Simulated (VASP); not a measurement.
# GaN: relaxation of cell and atoms with RPBE

GaN:

```
Ga N
1.0
     0.00000    2.25350    2.25350
     2.25350    0.00000    2.25350
     2.25350    2.25350    0.00000
Ga N
1 1
Direct
  0.00000 0.00000 0.00000
  0.75000 0.75000 0.75000
```

```
Program                : VASP 6.6.1
Task                   : relaxation of cell and atoms
Functional             : RPBE
Potentials or basis    : VASP PAW PBE potentials, release 64 (Ga_d, N)
Cutoff                 : 600 eV
k mesh                 : 7 × 7 × 7
Occupations            : gaussian, width 0.01 eV
Spin                   : no spin polarisation
Dipole correction      : no
Further INCAR settings : ALGO = Normal; EDIFF = 1e-06; IBRION = 2; EDIFFG = -0.03; NSW = 80; ISIF = 3
```

- Relaxed volume: 12.03 Å³/atom
- Relaxed cell: a = 3.240 Å, b = 3.240 Å, c = 3.240 Å, α = 60.00°, β = 60.00°, γ = 60.00°
- Space group after relaxing (to 0.05 Å): F-43m (No. 216)
- Energy gained by relaxing: 15.4 meV/atom
- Ionic steps: 3
- Pressure after relaxing: -0.1 GPa
- Band gap on the k mesh: 1.46 eV, direct

The path:
```tsv
step	energy change (eV)	largest force (eV/Å)	pressure (GPa)	volume (Å³)
1	0.0000	0.0000	8.84	22.89
2	-0.0122	0.0000	-5.74	25.04
3	-0.0308	0.0000	-0.14	24.06
```

Final structure:
```
Ga N
1.0
     0.00000    2.29132    2.29132
     2.29132    0.00000    2.29132
     2.29132    2.29132    0.00000
Ga N
1 1
Cartesian
  0.0000 0.0000 0.0000
  3.4370 3.4370 3.4370
```

Levels at points of the mesh, in eV from the valence-band top:
| k point | band 7 | band 8 | band 9 | band 10 | band 11 | band 12 |
| --- | --- | --- | --- | --- | --- | --- |
| (0.00, 0.00, 0.00) | 0.00 | 0.00 | 0.00 | 1.46 | 10.06 | 10.06 |

Wall time 34 s on 1 thread of Intel(R) Xeon(R) Platinum 8259CL CPU @ 2.50GHz (Skylake/Cascade Lake) (shared host), peak memory 0.17 GiB.

Caveat: the PAW data sets were made with another functional, which shifts forces and pressure a little. RPBE gaps usually lie below the measured ones, often by a third to a half.
